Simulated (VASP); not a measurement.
Ba: single point with LDA

Crystal: Ba.

```xyz
1
Lattice="-2.7000 2.7000 2.5000 2.7000 -2.7000 2.5000 2.7000 2.7000 -2.5000" Properties=species:S:1:pos:R:3 pbc="T T T"
Ba    0.0000    0.0000    0.0000
```

This cell differs from its parent crystal: strain +0.080 along x and y, +0.000 along z.

* Program: VASP 6.6.1
* Task: single point
* Functional: LDA
* Potentials or basis: VASP PAW LDA potentials, release 64 (Ba_sv)
* Cutoff: 520 eV
* k mesh: 14 × 14 × 14
* Occupations: gaussian, width 0.15 eV
* Spin: no spin polarisation

```json
{
  "Pressure": "-2.0 GPa",
  "Band gap on the k mesh": "zero (band 5 reaches 1.36 eV, above the bottom of band 6 at 0.67 eV)"
}
```

Stress tensor (GPa, compression positive):
```
-2.06  0.00  0.00
 0.00 -2.06  0.00
 0.00  0.00 -1.80
```

Levels at points of the mesh, in eV from the Fermi level:
```
           k point  band 3  band 4  band 5  band 6  band 7  band 8
(0.00, 0.00, 0.00)  -14.13  -14.13   -2.68    1.31    1.72    1.72
(0.50, 0.00, 0.00)  -14.23  -14.14   -0.82    0.49    1.00    2.75
(0.50, 0.50, 0.00)  -14.21  -14.12   -0.91    0.80    0.92    2.37
(0.50, 0.50, 0.50)  -14.35  -14.30   -0.42   -0.33    3.42    3.42
```

It took 74 s on 1 thread of Intel(R) Xeon(R) 6975P-C (Granite Rapids), on a shared host, peak memory 0.32 GiB.

Caveat: the cell differs from its parent crystal (strain +0.080 along x and y, +0.000 along z); spin-orbit coupling is left out, which moves the levels of the heavy elements.
